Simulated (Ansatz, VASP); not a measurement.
**Two plane-wave programs on KTaO3**

POSCAR

```
KTaO3
1.0
    3.9103284809      0.0000000000      0.0000000000
    0.0000000000      3.9103284809      0.0000000000
    0.0000000000      0.0000000000      4.0204236421
K Ta O
1 1 3
Direct
    0.0000000000      0.0000000000      0.0000000000
    0.5000000000      0.5000000000      0.5000000000
    0.5000000000      0.5000000000      0.0000000000
    0.5000000000      0.0000000000      0.5000000000
    0.0000000000      0.5000000000      0.5000000000
```

The input INCAR.step1:

```
SYSTEM = KTaO3
PREC     = Accurate       ! precision mode
ENCUT    = 520            ! plane-wave cutoff, eV
ISMEAR   = 0              ! smearing method
SIGMA    = 0.01           ! smearing width, eV
LREAL    = .FALSE.        ! projectors in reciprocal space
LASPH    = .TRUE.         ! aspherical terms in the spheres
NELM     = 150            ! most SCF steps
LNONCOLLINEAR= .TRUE.         ! non-collinear magnetism
MAGMOM   = 0 0 0 0 0 0 0 0 0 0 0 0 0 0 0 ! initial moments
LSORBIT  = .TRUE.         ! spin-orbit coupling
GGA_COMPAT= .FALSE.      
LMAXMIX  = 4              ! l up to which the mixer works
NBANDS   = 53             ! bands
GGA      = PE             ! functional
ALGO     = Normal         ! electronic algorithm
EDIFF    = 1E-4           ! SCF threshold, eV
LWAVE    = .TRUE.         ! write WAVECAR
LCHARG   = .FALSE.        ! write CHGCAR
```

INCAR.step2

```
SYSTEM = KTaO3
PREC     = Accurate       ! precision mode
ENCUT    = 520            ! plane-wave cutoff, eV
EDIFF    = 1E-7           ! SCF threshold, eV
ISMEAR   = 0              ! smearing method
SIGMA    = 0.01           ! smearing width, eV
LREAL    = .FALSE.        ! projectors in reciprocal space
LASPH    = .TRUE.         ! aspherical terms in the spheres
NELM     = 150            ! most SCF steps
ALGO     = Normal         ! electronic algorithm
ISIF     = 2              ! what is computed and relaxed
LWAVE    = .FALSE.        ! write WAVECAR
LCHARG   = .FALSE.        ! write CHGCAR
LNONCOLLINEAR= .TRUE.         ! non-collinear magnetism
MAGMOM   = 0 0 0 0 0 0 0 0 0 0 0 0 0 0 0 ! initial moments
LORBIT   = 11             ! projections on sites
LSORBIT  = .TRUE.         ! spin-orbit coupling
GGA_COMPAT= .FALSE.      
LORBMOM  = .TRUE.       
LMAXMIX  = 4              ! l up to which the mixer works
METAGGA  = R2SCAN         ! meta-GGA
LMIXTAU  = .TRUE.       
NBANDS   = 53             ! bands
ISTART   = 1
```

File KPOINTS:

```
Automatic mesh
0
G
  6 6 6
  0 0 0
```

Input for Ansatz:

```yaml
crystal:
  lattice:
    - [3.9103284809, 0.0, 0.0]
    - [0.0, 3.9103284809, 0.0]
    - [0.0, 0.0, 4.0204236421]
  atoms:
    - { symbol: K, position: [0.0, 0.0, 0.0] }
    - { symbol: Ta, position: [0.5, 0.5, 0.5] }
    - { symbol: O, position: [0.5, 0.5, 0.0] }
    - { symbol: O, position: [0.5, 0.0, 0.5] }
    - { symbol: O, position: [0.0, 0.5, 0.5] }
kpoints:
  mp_grid: { grid: [6, 6, 6] }
  band_path:
    path: [[0.0, 0.0, 0.0], [0.0, 0.5, 0.0], [0.5, 0.5, 0.0], [0.5, 0.5, 0.5]]
    npoints: 1
hamiltonian:
  xc: r2scan
scf:
  occupations: { method: fixed }
  n_extra_bands: 10
magnetization:
  noncollinear: true
  spin_orbit: true
output:
  forces: true
  stress: true
  eigenvalues: true
```

Change from the starting cell: epitaxial_xy strain -2.0%.

Alike in both runs: task single point; functional r2SCAN; k mesh 6 × 6 × 6; non-collinear spin, spin-orbit coupling.

```csv
,VASP,Ansatz
version,VASP 6.6.1,Ansatz 0.2.0
potentials or method,"VASP PAW PBE potentials, release 64 (K_sv, Ta_pv, O)","plane waves, PAW"
plane-wave cutoff (eV),520,500
occupations,"gaussian, width 0.01 eV",fixed
valence electrons in the cell,38,40
```

```csv
,VASP,Ansatz,Ansatz less VASP
pressure (GPa),9.0,7.5,-1.56
"traceless stress, the component that is largest in VASP (GPa)",-7.86,-7.68,+0.184
net moment per atom (μB),0.00,0.00,0.000
```

VASP's potentials were made for PBE, not for r2SCAN. VASP's potentials hold 38 valence electrons a cell and Ansatz's 40, so a difference there can come from the potentials and not from the codes.
